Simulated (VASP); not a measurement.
Here is a VASP 6.6.1 calculation.

INCAR

```
  PREC = Accurate
  ENCUT = 520
  EDIFF = 1E-6
  ISMEAR = -1
  SIGMA = 0.1
  LREAL = F
  LASPH = T
  NELM = 80
  ALGO = Normal
  ISIF = 2
  LWAVE = F
  LCHARG = F
  GGA = PS
  NBANDS = 13
```

KPOINTS

```
Automatic mesh
0
Gamma
  19 19 19
```

The input POSCAR:

```
W
1.0
   -1.5769517525      1.5769517525      1.5769517525
    1.5769517525     -1.5769517525      1.5769517525
    1.5769517525      1.5769517525     -1.5769517525
W
1
Direct
    0.0000000000      0.0000000000      0.0000000000
```

Potentials or basis: VASP PAW PBE potentials, release 64 (W_sv).

Run with:

```sh
$ cat potpaw_PBE.64/W_sv/POTCAR > POTCAR
$ mpirun -np 1 vasp_std > vasp.out
```

(1) Estimate the pressure.

(2) Estimate the band gap on the k mesh.

Results:

(1) 0.6 GPa.

(2) zero (bands 7 and 8 overlap by 6.16 eV).

Caveat: the PAW data sets were made with another functional, which shifts forces and pressure a little; spin-orbit coupling is left out, which moves the levels of the heavy elements.
